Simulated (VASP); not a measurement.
Crystal: TaN.

```
Ta N
1.0
     2.93994    0.00000    0.00000
    -1.46997    2.54606    0.00000
     0.00000    0.00000    2.89018
Ta N
1 1
Direct
  0.00000 0.00000 0.50000
  0.66667 0.33333 0.00000
```

Base run:

| Property | Result |
| --- | --- |
| Program | VASP 6.6.1 |
| Functional | LDA |
| Potentials or basis | VASP PAW LDA potentials, release 64 (Ta_sv_GW, N) |
| Cutoff | 520 eV |
| k mesh | 13 × 13 × 11 |
| Occupations | fermi-dirac, width 0.05 eV |
| Spin | no spin polarisation |

Its results: band gap on the k mesh zero (band 9 reaches 12.14 eV, above the bottom of band 10 at 11.97 eV); pressure -12.1 GPa.

**Question.** The run is repeated on the same cell with these changes: potentials or basis from VASP PAW LDA potentials, release 64 (Ta_sv_GW, N) to VASP PAW LDA potentials, release 64 (Ta_pv, N); further incar settings from ALGO = Normal; EDIFF = 1e-08; NBANDS = 16 to ALGO = Normal; EDIFF = 1e-08; NBANDS = 15; valence electrons from 18 to 16. What comes out?

**Answer.** Band gap on the k mesh zero (band 8 reaches 8.13 eV, above the bottom of band 9 at 7.96 eV); pressure -11.1 GPa.

Caveats: spin-orbit coupling is left out, which moves the levels of the heavy elements.
